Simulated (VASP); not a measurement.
Set up this calculation in VASP 6.6.1, as the native input.

```
Task                            : G0W0 quasiparticle levels
Functional                      : PBE
Potentials or basis             : VASP PAW PBE potentials, release 64 (Li_GW, S_GW)
Cutoff                          : 500 eV
k mesh                          : 4 × 4 × 4
Occupations                     : gaussian, width 0.01 eV
Spin                            : no spin polarisation
Dipole correction               : no
GW scheme                       : G0W0
GW iterations                   : 1
Cutoff of the response function : 200
Frequency points                : 48
Empty bands                     : 318
Further INCAR settings          : ALGO = EVGW0; EDIFF = 1e-08; NBANDS = 322
```

Li2S:

```
CELL_PARAMETERS angstrom
0.00000 2.84529 2.84529
2.84529 0.00000 2.84529
2.84529 2.84529 0.00000
ATOMIC_POSITIONS crystal
Li 0.25000 0.25000 0.25000
Li 0.75000 0.75000 0.75000
S 0.00000 0.00000 0.00000
```

The input as run:

POSCAR

```
Li2S
1.0
    0.0000000000      2.8452944197      2.8452944197
    2.8452944197      0.0000000000      2.8452944197
    2.8452944197      2.8452944197      0.0000000000
Li S
2 1
Direct
    0.2500000000      0.2500000000      0.2500000000
    0.7500000000      0.7500000000      0.7500000000
    0.0000000000      0.0000000000      0.0000000000
```

INCAR.step1

```
PREC = Accurate
ENCUT = 500
EDIFF = 1E-8
ISMEAR = 0
SIGMA = 0.01
LREAL = False
LASPH = True
NELM = 100
ALGO = Normal
LWAVE = True
LCHARG = False
GGA = PE
```

INCAR.step2

```
PREC = Accurate
ENCUT = 500
EDIFF = 1E-8
ISMEAR = 0
SIGMA = 0.01
LREAL = False
LASPH = True
NELM = 1
ALGO = Exact
LWAVE = True
LCHARG = False
GGA = PE
NBANDS = 322
LOPTICS = True
ISTART = 1
```

INCAR.step3

```
PREC = Accurate
ENCUT = 500
EDIFF = 1E-8
ISMEAR = 0
SIGMA = 0.01
LREAL = False
LASPH = True
ALGO = EVGW0
LWAVE = False
LCHARG = False
GGA = PE
NELMGW = 1
NBANDS = 322
ENCUTGW = 200
NOMEGA = 48
PRECFOCK = Fast
ISTART = 1
NBANDSGW = 12
```

KPOINTS

```
regular mesh
0
Gamma
  4 4 4
```

Potentials or basis: VASP PAW PBE potentials, release 64 (Li_GW, S_GW).

The run is started by

```bash
$ cat potpaw_PBE.64/Li_GW/POTCAR potpaw_PBE.64/S_GW/POTCAR > POTCAR
$ cp INCAR.step1 INCAR
$ mpirun -np 1 vasp_std > vasp.out
$ cp INCAR.step2 INCAR
$ mpirun -np 1 vasp_std > vasp.out
$ cp INCAR.step3 INCAR
$ mpirun -np 1 vasp_std > vasp.out
```

Results of the run:

```yaml
Band_gap_on_the_k_mesh_mean-field_level: 3.38 eV, indirect (least direct gap 4.29 eV)
Quasiparticle_gap: 5.15 eV
Least_direct_quasiparticle_gap: 6.07 eV
```

Caveat: the k points lie up to 0.48 Å⁻¹ apart; bands, screening cutoff and mesh are small and nothing is extrapolated, so the quasiparticle values aren't converged.

Wall time 8.7 min on 1 thread of Intel Xeon 8259CL (shared host), peak memory 0.71 GiB.
